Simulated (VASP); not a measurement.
# AgCl (Cmcm) in VASP: a series of runs, part 2 of 2

VASP 6.6.1. Earlier steps stand in the parts before.

### Step 3. Single point, PBEsol (equal xx and yy strain of -1 %)

INCAR reads:

```
SYSTEM = AgCl
PREC = Accurate
ENCUT = 520
EDIFF = 1E-6
ISMEAR = -1
SIGMA = 0.03
LREAL = .FALSE.
LASPH = .TRUE.
NELM = 60
ALGO = Normal
ISIF = 2
LWAVE = .FALSE.
LCHARG = .FALSE.
GGA = PS
NBANDS = 26
```

KPOINTS reads:

```
Automatic mesh
0
G
  9 9 8
  0 0 0
```

POSCAR reads:

```
AgCl
1.0
    1.8522006060     -5.5010292834      0.0000000000
    1.8522006060      5.5010292834      0.0000000000
    0.0000000000      0.0000000000      3.9240373500
Ag Cl
2 2
Direct
    0.3965554000      0.6034446000      0.7500000000
    0.6034446000      0.3965554000      0.2500000000
    0.8654487300      0.1345512700      0.2500000000
    0.1345512700      0.8654487300      0.7500000000
```

Potentials or basis: VASP PAW PBE potentials, release 64 (Ag, Cl).

The run is started by

```bash
$ cat potpaw_PBE.64/Ag/POTCAR potpaw_PBE.64/Cl/POTCAR > POTCAR
$ mpirun -np 1 vasp_std > vasp.out
```

OUTCAR:

```text
SYSTEM = AgCl
   PREC = Accurate
   ENCUT = 520
   EDIFF = 1E-6
   ISMEAR = -1
   LREAL = .FALSE.
   LASPH = .TRUE.
   NELM = 60
   ISIF = 2
   GGA = PS

 ion  position               nearest neighbor table
   1  0.397  0.603  0.750-   3 2.72   3 2.72   3 2.72   3 2.72   4 2.88   2 3.01   2 3.01
   2  0.603  0.397  0.250-   4 2.72   4 2.72   4 2.72   4 2.72   3 2.88   1 3.01   1 3.01
   3  0.865  0.135  0.250-   1 2.72   1 2.72   1 2.72   1 2.72   2 2.88
   4  0.135  0.865  0.750-   2 2.72   2 2.72   2 2.72   2 2.72   1 2.88

  LATTYP: Found a base centered orthorhombic cell.
 ALAT       =     3.7044012120
 B/A-ratio  =     2.9699964818
 C/A-ratio  =     1.0592905912

  Lattice vectors:

 A1 = (   1.8522006060,  -5.5010292834,   0.0000000000)
 A2 = (   1.8522006060,   5.5010292834,   0.0000000000)
 A3 = (   0.0000000000,   0.0000000000,   3.9240373500)

Analysis of symmetry for initial positions (statically):
=====================================================================
 Subroutine PRICEL returns:
 Original cell was already a primitive cell.

 Routine SETGRP: Setting up the symmetry group for a
 base centered orthorhombic supercell.

 Subroutine GETGRP returns: Found  8 space group operations
 (whereof  4 operations were pure point group operations)
 out of a pool of  8 trial point group operations.

The static configuration has the point symmetry C_2h.
 The point group associated with its full space group is D_2h.

Analysis of symmetry for dynamics (positions and initial velocities):
=====================================================================
 Subroutine PRICEL returns:
 Original cell was already a primitive cell.

 Routine SETGRP: Setting up the symmetry group for a
 base centered orthorhombic supercell.

 Subroutine GETGRP returns: Found  8 space group operations
[... 118 lines left out ...]
   PSTRESS=    0.0 pullay stress
   NELECT =      36.0000    total number of electrons
   NUPDOWN=      -1.0000    fix difference up-down
   EMIN   =  10.00;   EMAX   =-10.00  energy-range for DOS
   EFERMI =   0.00;   METHOD = LEGACY
   ISMEAR =    -1;   SIGMA  =   0.03  broadening in eV -4-tet -1-fermi 0-gaus
   EFERMI_NEDOS =   21; number of points for ismear=-14 and -15
   IALGO  =     38    algorithm
   IMIX   =      4    mixing-type and parameters
     AMIX     =   0.40;   BMIX     =  1.00
     AMIX_MAG =   1.60;   BMIX_MAG =  1.00
  volume/ion in A,a.u.               =      19.99       134.91
  Fermi-wavevector in a.u.,A,eV,Ry     =   1.254712  2.371061 21.419673  1.574302
  Thomas-Fermi vector in A             =   2.388503
   LORBIT       =      0    0 simple, 1 ext, 2 COOP (PROOUT), +10 PAW based schemes
   GGA     = PS    functional components
   LHFCALC =     F    Hartree Fock is set to
   AEXX    =    0.0000 exact exchange contribution
   IVDW    =     0    specifies the selected vdW correction
   LEPSILON=     F    determine dielectric tensor
   LRPA    =     F    only Hartree local field effects (RPA)
 non-spin polarized calculation
  energy-cutoff  :      520.00
  volume of cell :       79.96
 maximum number of plane-waves:      2185
 NGX is ok and might be reduce to    48
   NGX = 21   NGY = 21   NGZ = 15

 number of electron      36.0000004 magnetization

 Free energy of the ion-electron system (eV)
  ---------------------------------------------------
  ext. energy  EPLUGINS =         0.00000000
  ---------------------------------------------------
  free energy    TOTEN  =       -12.03774181 eV

  energy without entropy =      -12.03772606  energy(sigma->0) =      -12.03773394

 E-fermi :   4.5973     XC(G=0): -10.6031

 val. band max:        4.3928091013   @ k =   0.2222   0.2222   0.0000
 cond. band min:       4.7292027927   @ k =   0.0000   0.0000   0.0000
 fundamental gap:      0.3363936913
 Fermi energy:         4.5972502924

 k-point     1 :       0.0000    0.0000    0.0000
  band No.  band energies     occupation
      1     -10.8864      2.00000
      2     -10.2268      2.00000
      3      -0.3320      2.00000
      4       0.7966      2.00000
      5       1.0568      2.00000
      6       1.1641      2.00000
[... 685 lines left out ...]
     25      14.7752      0.00000
     26      15.8110      0.00000

 [... further k-points ...]
[... 5 lines left out ...]
  --------------------------------------------------------------------------------------
  -------------------------------------------------------------------------------------
  Total       -1.0196286     -0.8338766     -1.2373972      0.0000000      0.0000000      0.0000000
  in kB      -20.4294887    -16.7077230    -24.7927449      0.0000000      0.0000000      0.0000000
  external PRESSURE =     -20.6433188 kB  Pullay stress =       0.0000000 kB

 VOLUME and BASIS-vectors are now :
 -----------------------------------------------------------------------------
  energy-cutoff  :      520.00
  volume of cell :       79.96
      direct lattice vectors                 reciprocal lattice vectors
     1.852200606 -5.501029283  0.000000000     0.269949161 -0.090892081  0.000000000
     1.852200606  5.501029283  0.000000000     0.269949161  0.090892081  0.000000000
     0.000000000  0.000000000  3.924037350     0.000000000  0.000000000  0.254839572

 POSITION                                       TOTAL-FORCE (eV/Angst)
 -----------------------------------------------------------------------------------
      1.85220      1.13810      2.94303         0.000000     -0.033493      0.000000
      1.85220     -1.13810      0.98101         0.000000      0.033493     -0.000000
      1.85220     -4.02069      0.98101         0.000000     -0.016765     -0.000000
      1.85220      4.02069      2.94303         0.000000      0.016765     -0.000000
 -----------------------------------------------------------------------------------
    total drift:                                0.000000     -0.000000      0.000000

  FREE ENERGIE OF THE ION-ELECTRON SYSTEM (eV)
  ---------------------------------------------------
  free  energy   TOTEN  =       -12.0377418082 eV

  energy  without entropy=      -12.0377260643  energy(sigma->0) =      -12.03773394
```

OSZICAR:

```text
N       E                     dE             d eps       ncg     rms          rms(c)
DAV:   1     0.235134735086E+03    0.23513E+03   -0.17777E+04  6500   0.129E+03
DAV:   2     0.138003308047E+00   -0.23500E+03   -0.22380E+03  7368   0.285E+02
DAV:   3    -0.123752407606E+02   -0.12513E+02   -0.12414E+02  7628   0.670E+01
DAV:   4    -0.125058835120E+02   -0.13064E+00   -0.13053E+00  7420   0.750E+00
DAV:   5    -0.125075903380E+02   -0.17068E-02   -0.17067E-02  7576   0.876E-01    0.971E+00
DAV:   6    -0.120427070406E+02    0.46488E+00   -0.10846E+00  7114   0.115E+01    0.668E+00
DAV:   7    -0.120442125288E+02   -0.15055E-02   -0.29770E-01  6802   0.300E+00    0.284E+00
DAV:   8    -0.120382555076E+02    0.59570E-02   -0.17507E-02  6940   0.129E+00    0.627E-01
DAV:   9    -0.120376812909E+02    0.57422E-03   -0.38493E-03  7346   0.658E-01    0.874E-02
DAV:  10    -0.120377196630E+02   -0.38372E-04   -0.26479E-04  7104   0.104E-01    0.484E-02
DAV:  11    -0.120377441347E+02   -0.24472E-04   -0.27921E-05  6714   0.539E-02    0.149E-02
DAV:  12    -0.120377418073E+02    0.23274E-05   -0.74710E-06  7030   0.371E-02    0.255E-03
DAV:  13    -0.120377418082E+02   -0.85447E-09   -0.11385E-06  3540   0.614E-03
   1 F= -.12037742E+02 E0= -.12037734E+02  d E =-.157439E-04
```

Wall time 3.6 min (1 thread of Intel Xeon Platinum 8124M at 3.00GHz (Skylake/Cascade Lake), shared host); peak memory 0.39 GiB.

Results:

```yaml
Free_energy: -12.0377 eV
Pressure: -2.1 GPa
Largest_force: 0.033 eV/Å
Band_gap_on_the_k_mesh: 0.34 eV (least direct gap 1.83 eV)
```

Forces in eV/Å, atoms in the order of the input:
```
Ag   0.000 -0.033  0.000
Ag   0.000  0.033  0.000
Cl   0.000 -0.017  0.000
Cl   0.000  0.017  0.000
```

Stress tensor (GPa, compression positive):
```
-2.04  0.00  0.00
 0.00 -1.67  0.00
 0.00  0.00 -2.48
```

Levels at points of the mesh, in eV from the valence-band top:
```
           k point  band 15  band 16  band 17  band 18  band 19  band 20  band 21  band 22
(0.00, 0.00, 0.00)    -2.26    -1.85    -1.70    -1.50     0.34     2.98     7.69     8.23
(0.00, 0.00, 0.50)    -1.32    -1.32    -0.11    -0.11     4.31     4.31     6.66     6.66
```

Caveat: the cell differs from its parent crystal (equal xx and yy strain of -1 %); semilocal functionals underestimate gaps, and a narrow one can read as zero; the PAW data sets were made with another functional, which shifts forces and pressure a little.

### Step 4. Single point, PBEsol (equal xx and yy strain of +2 %)

INCAR reads:

```
PREC = Accurate ; ENCUT = 520
EDIFF = 1E-6 ; ISMEAR = -1
SIGMA = 0.03 ; LREAL = False
LASPH = True ; NELM = 100
ALGO = Normal ; ISIF = 2
LWAVE = False ; LCHARG = True
GGA = PS ; LELF = True
LVHAR = True ; NBANDS = 26
```

KPOINTS reads:

```
regular mesh
0
Gamma
  9 9 8
```

Changes to POSCAR since step 3:

```diff
@@ -2,4 +2,4 @@
 1.0
-    1.8522006060     -5.5010292834      0.0000000000
-    1.8522006060      5.5010292834      0.0000000000
+    1.9083278971     -5.6677271405      0.0000000000
+    1.9083278971      5.6677271405      0.0000000000
     0.0000000000      0.0000000000      3.9240373500
```

Potentials or basis: VASP PAW PBE potentials, release 64 (Ag, Cl).

The run is started by

```bash
$ cat potpaw_PBE.64/Ag/POTCAR potpaw_PBE.64/Cl/POTCAR > POTCAR
$ mpirun -np 1 vasp_std > vasp.out
```

OUTCAR:

```text
PREC = Accurate
   ENCUT = 520
   EDIFF = 1E-6
   ISMEAR = -1
   LREAL = False
   LASPH = True
   NELM = 100
   ISIF = 2
   GGA = PS

 ion  position               nearest neighbor table
   1  0.397  0.603  0.750-   3 2.76   3 2.76   3 2.76   3 2.76   4 2.97   2 3.06   2 3.06
   2  0.603  0.397  0.250-   4 2.76   4 2.76   4 2.76   4 2.76   3 2.97   1 3.06   1 3.06
   3  0.865  0.135  0.250-   1 2.76   1 2.76   1 2.76   1 2.76   2 2.97
   4  0.135  0.865  0.750-   2 2.76   2 2.76   2 2.76   2 2.76   1 2.97

  LATTYP: Found a base centered orthorhombic cell.
 ALAT       =     3.8166557942
 B/A-ratio  =     2.9699964818
 C/A-ratio  =     1.0281349856

  Lattice vectors:

 A1 = (   1.9083278971,  -5.6677271405,   0.0000000000)
 A2 = (   1.9083278971,   5.6677271405,   0.0000000000)
 A3 = (   0.0000000000,   0.0000000000,   3.9240373500)

Analysis of symmetry for initial positions (statically):
=====================================================================
 Subroutine PRICEL returns:
 Original cell was already a primitive cell.

 Routine SETGRP: Setting up the symmetry group for a
 base centered orthorhombic supercell.

 Subroutine GETGRP returns: Found  8 space group operations
 (whereof  4 operations were pure point group operations)
 out of a pool of  8 trial point group operations.

The static configuration has the point symmetry C_2h.
 The point group associated with its full space group is D_2h.

Analysis of symmetry for dynamics (positions and initial velocities):
=====================================================================
 Subroutine PRICEL returns:
 Original cell was already a primitive cell.

 Routine SETGRP: Setting up the symmetry group for a
 base centered orthorhombic supercell.

 Subroutine GETGRP returns: Found  8 space group operations
 (whereof  4 operations were pure point group operations)
 out of a pool of  8 trial point group operations.
[... 117 lines left out ...]
   NELECT =      36.0000    total number of electrons
   NUPDOWN=      -1.0000    fix difference up-down
   EMIN   =  10.00;   EMAX   =-10.00  energy-range for DOS
   EFERMI =   0.00;   METHOD = LEGACY
   ISMEAR =    -1;   SIGMA  =   0.03  broadening in eV -4-tet -1-fermi 0-gaus
   EFERMI_NEDOS =   21; number of points for ismear=-14 and -15
   IALGO  =     38    algorithm
   IMIX   =      4    mixing-type and parameters
     AMIX     =   0.40;   BMIX     =  1.00
     AMIX_MAG =   1.60;   BMIX_MAG =  1.00
  volume/ion in A,a.u.               =      21.22       143.21
  Fermi-wavevector in a.u.,A,eV,Ry     =   1.229987  2.324339 20.583831  1.512869
  Thomas-Fermi vector in A             =   2.364853
   LORBIT       =      0    0 simple, 1 ext, 2 COOP (PROOUT), +10 PAW based schemes
   GGA     = PS    functional components
   LHFCALC =     F    Hartree Fock is set to
   AEXX    =    0.0000 exact exchange contribution
   IVDW    =     0    specifies the selected vdW correction
   LEPSILON=     F    determine dielectric tensor
   LRPA    =     F    only Hartree local field effects (RPA)
 non-spin polarized calculation
  energy-cutoff  :      520.00
  volume of cell :       84.88
 maximum number of plane-waves:      2305
 NGX is ok and might be reduce to    48
   NGX = 23   NGY = 23   NGZ = 15

 number of electron      36.0000004 magnetization

 Free energy of the ion-electron system (eV)
  ---------------------------------------------------
  ext. energy  EPLUGINS =         0.00000000
  ---------------------------------------------------
  free energy    TOTEN  =       -11.94353772 eV

  energy without entropy =      -11.94352004  energy(sigma->0) =      -11.94352888

 E-fermi :   3.8483     XC(G=0): -10.2836

 val. band max:        3.6421896322   @ k =   0.2222   0.2222   0.0000
 cond. band min:       3.9769988082   @ k =   0.0000   0.0000   0.0000
 fundamental gap:      0.3348091760
 Fermi energy:         3.8483312933

 k-point     1 :       0.0000    0.0000    0.0000
  band No.  band energies     occupation
      1     -11.2645      2.00000
      2     -10.7136      2.00000
      3      -0.6461      2.00000
      4       0.3998      2.00000
      5       0.5298      2.00000
      6       0.6436      2.00000
[... 685 lines left out ...]
     25      13.7995      0.00000
     26      14.8269      0.00000

 [... further k-points ...]
[... 5 lines left out ...]
  --------------------------------------------------------------------------------------
  -------------------------------------------------------------------------------------
  Total       -2.6560133     -1.8537219     -2.6541512      0.0000000      0.0000000      0.0000000
  in kB      -50.1320843    -34.9888843    -50.0969385      0.0000000      0.0000000      0.0000000
  external PRESSURE =     -45.0726357 kB  Pullay stress =       0.0000000 kB

 VOLUME and BASIS-vectors are now :
 -----------------------------------------------------------------------------
  energy-cutoff  :      520.00
  volume of cell :       84.88
      direct lattice vectors                 reciprocal lattice vectors
     1.908327897 -5.667727141  0.000000000     0.262009480 -0.088218785  0.000000000
     1.908327897  5.667727141  0.000000000     0.262009480  0.088218785  0.000000000
     0.000000000  0.000000000  3.924037350     0.000000000  0.000000000  0.254839572

 POSITION                                       TOTAL-FORCE (eV/Angst)
 -----------------------------------------------------------------------------------
      1.90833      1.17259      2.94303         0.000000      0.002302      0.000000
      1.90833     -1.17259      0.98101         0.000000     -0.002302     -0.000000
      1.90833     -4.14253      0.98101         0.000000     -0.053178      0.000000
      1.90833      4.14253      2.94303         0.000000      0.053178     -0.000000
 -----------------------------------------------------------------------------------
    total drift:                                0.000000     -0.000000      0.000000

  FREE ENERGIE OF THE ION-ELECTRON SYSTEM (eV)
  ---------------------------------------------------
  free  energy   TOTEN  =       -11.9435377165 eV

  energy  without entropy=      -11.9435200351  energy(sigma->0) =      -11.94352888
```

OSZICAR:

```text
N       E                     dE             d eps       ncg     rms          rms(c)
DAV:   1     0.232556452361E+03    0.23256E+03   -0.17646E+04  6500   0.129E+03
DAV:   2     0.506839357301E+00   -0.23205E+03   -0.22115E+03  7374   0.280E+02
DAV:   3    -0.122920698836E+02   -0.12799E+02   -0.12695E+02  7692   0.666E+01
DAV:   4    -0.124316279709E+02   -0.13956E+00   -0.13943E+00  7272   0.762E+00
DAV:   5    -0.124335372453E+02   -0.19093E-02   -0.19092E-02  7660   0.915E-01    0.833E+00
DAV:   6    -0.119489752238E+02    0.48456E+00   -0.10942E+00  7116   0.115E+01    0.582E+00
DAV:   7    -0.119506094823E+02   -0.16343E-02   -0.30690E-01  6790   0.303E+00    0.273E+00
DAV:   8    -0.119442809887E+02    0.63285E-02   -0.19710E-02  6948   0.134E+00    0.623E-01
DAV:   9    -0.119434548914E+02    0.82610E-03   -0.39957E-03  7434   0.721E-01    0.119E-01
DAV:  10    -0.119435098386E+02   -0.54947E-04   -0.42454E-04  7014   0.124E-01    0.620E-02
DAV:  11    -0.119435407960E+02   -0.30957E-04   -0.30263E-05  6832   0.542E-02    0.217E-02
DAV:  12    -0.119435378669E+02    0.29291E-05   -0.75238E-06  6978   0.384E-02    0.418E-03
DAV:  13    -0.119435377165E+02    0.15038E-06   -0.13650E-06  3646   0.686E-03
   1 F= -.11943538E+02 E0= -.11943529E+02  d E =-.176814E-04
```

stdout:

```text
POSCAR found type information on POSCAR AgCl
 POSCAR found :  2 types and       4 ions
 scaLAPACK will be used
 -----------------------------------------------------------------------------
|                                                                             |
|                                                                             |
|     You enforced a specific xc type in the INCAR file but a different       |
|     I HOPE YOU KNOW WHAT YOU ARE DOING!                                     |
|                                                                             |
 -----------------------------------------------------------------------------

 LDA part: xc-table for (Slater+PW92), standard interpolation
 POSCAR, INCAR and KPOINTS ok, starting setup
 FFT: planning ... GRIDC
 FFT: planning ... GRID_SOFT
 FFT: planning ... GRID
 WAVECAR not read
 entering main loop
```

It took 3.8 min on 1 thread of Intel Xeon Platinum 8124M at 3.00GHz (Skylake/Cascade Lake), shared host; peak memory 0.4 GiB.

What came out:

| Item | Value |
| --- | --- |
| Free energy | -11.9435 eV |
| Pressure | -4.5 GPa |
| Largest force | 0.053 eV/Å |
| Band gap on the k mesh | 0.33 eV (least direct gap 1.78 eV) |

Forces on the atoms (eV/Å):
```
Ag   0.000  0.002  0.000
Ag   0.000 -0.002  0.000
Cl   0.000 -0.053  0.000
Cl   0.000  0.053  0.000
```

Caveat: the cell differs from its parent crystal (equal xx and yy strain of +2 %); the cell stands under tension; semilocal functionals underestimate gaps, and a narrow one can read as zero; the PAW data sets were made with another functional, which shifts forces and pressure a little. A k mesh can miss the band edges.

### Step 5. The runs side by side

```tsv
cell	gap on the mesh (eV)	pressure (GPa)	largest force (eV/Å)
a = 5.687, b = 5.687, c = 3.924 Å, angles 90.0, 90.0, 142.8°, 4 atoms	0.35	0.1	0.06
a = 5.804, b = 5.804, c = 3.924 Å, angles 90.0, 90.0, 142.8°, 4 atoms	0.34	-2.1	0.03
a = 5.980, b = 5.980, c = 3.924 Å, angles 90.0, 90.0, 142.8°, 4 atoms	0.33	-4.5	0.05
```

Alike in all rows: task single point; level PBEsol; potentials or basis VASP PAW PBE potentials, release 64 (Ag, Cl); no spin polarisation; k mesh 9 × 9 × 8; cutoff (eV) 520; smearing fermi-dirac 0.03 eV.

Caveats: semilocal functionals underestimate gaps, and a narrow one can read as zero; the PAW data sets were made with another functional, which shifts forces and pressure a little; the cell stands under tension (at least some runs).

Absolute energies hang on the potentials; compare differences alone.
